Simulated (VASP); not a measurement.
Set up this calculation in VASP 6.6.1, as the native input.

- Task: relaxation of cell and atoms
- Functional: PBE
- Potentials or basis: VASP PAW PBE potentials, release 64 (Nb_sv, H)
- Cutoff: 600 eV
- k mesh: 14 × 14 × 14
- Occupations: gaussian, width 0.1 eV
- Spin: no spin polarisation
- Dipole correction: no
- Further INCAR settings: ALGO = Normal; EDIFF = 1e-07; IBRION = 2; EDIFFG = -0.01; NSW = 100; ISIF = 3

The structure of NbH5 lies in POSCAR:

```
NbH5
1.0
    0.0000000000      2.4881576857      2.4881576857
    2.4881576857      0.0000000000      2.4881576857
    2.4881576857      2.4881576857      0.0000000000
Nb H
1 5
Direct
    0.0000000000      0.0000000000      0.0000000000
    0.7500000000      0.7500000000      0.7500000000
    0.3743298372      0.3743298372      0.8770104885
    0.3743298372      0.8770104885      0.3743298372
    0.3743298372      0.3743298372      0.3743298372
    0.8770104885      0.3743298372      0.3743298372
```

The input as run:

INCAR

```
SYSTEM = NbH5
  PREC = Accurate
  ENCUT = 600
  EDIFF = 1E-7
  ISMEAR = 0
  SIGMA = 0.1
  LREAL = .FALSE.
  LASPH = .TRUE.
  NELM = 100
  ALGO = Normal
  ISIF = 3
  LWAVE = .FALSE.
  LCHARG = .FALSE.
  GGA = PE
  IBRION = 2
  NSW = 100
  EDIFFG = -0.01
```

KPOINTS

```
Automatic mesh
0
G
  14 14 14
  0 0 0
```

Potentials or basis: VASP PAW PBE potentials, release 64 (Nb_sv, H).

Run with:

```sh
$ cat potpaw_PBE.64/Nb_sv/POTCAR potpaw_PBE.64/H/POTCAR > POTCAR
$ mpirun -np 1 vasp_std > vasp.out
```

It gave:

* Relaxed volume: 5.12 Å³/atom
* Relaxed cell: a = 3.514 Å, b = 3.514 Å, c = 3.514 Å, α = 60.00°, β = 60.00°, γ = 60.00°
* Space group after relaxing (to 0.05 Å): F-43m (No. 216)
* Energy gained by relaxing: 0.1 meV/atom
* Ionic steps: 4
* Pressure after relaxing: 0.2 GPa
* Largest force after relaxing: 0.009 eV/Å
* Band gap on the k mesh: zero (band 9 reaches 8.77 eV, above the bottom of band 10 at 7.91 eV)

Wall time 7.1 min on 1 thread of AMD EPYC 7571 (shared host), peak memory 0.17 GiB.
